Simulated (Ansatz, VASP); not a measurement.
# Two plane-wave programs on Bi2Te3

```
Bi Te
1.0
     2.23781    1.29200    9.84286
    -2.23781    1.29200    9.84286
     0.00000   -2.58400    9.84286
Bi Te
2 3
Direct
  0.81017 0.81017 0.81017
  0.39982 0.39982 0.39982
  0.60563 0.60563 0.60563
  0.20297 0.20297 0.20297
  0.00642 0.00642 0.00642
```

Alike in both runs: functional PBE; k mesh 6 × 6 × 6; occupations gaussian, width 0.1 eV; no spin polarisation.

Ansatz relaxed the structure, and its values are those at the end. VASP's run is a single point on that final structure, the one shown.

|  | VASP | Ansatz |
| --- | --- | --- |
| version | VASP 6.6.1 | Ansatz 0.2.0 |
| potentials or method | VASP PAW PBE potentials, release 64 (Bi_d, Te), cutoff 520 eV | scalar-relativistic, plane waves, PAW |
| valence electrons in the cell | 48 | 78 |

```tsv
	VASP	Ansatz	Ansatz less VASP
gap on the k mesh at the Fermi level (eV)	none	none	-
pressure (GPa)	0.1	0.1	-0.01
rms of the force components (eV/Å)	0.016	0.016	-0.0001
```

A gap of «none» marks a metal or a gap that the smearing closes. VASP's potentials hold 48 valence electrons a cell and Ansatz's 78, so a difference there can come from the potentials and not from the codes.

Spin-orbit coupling is off throughout.
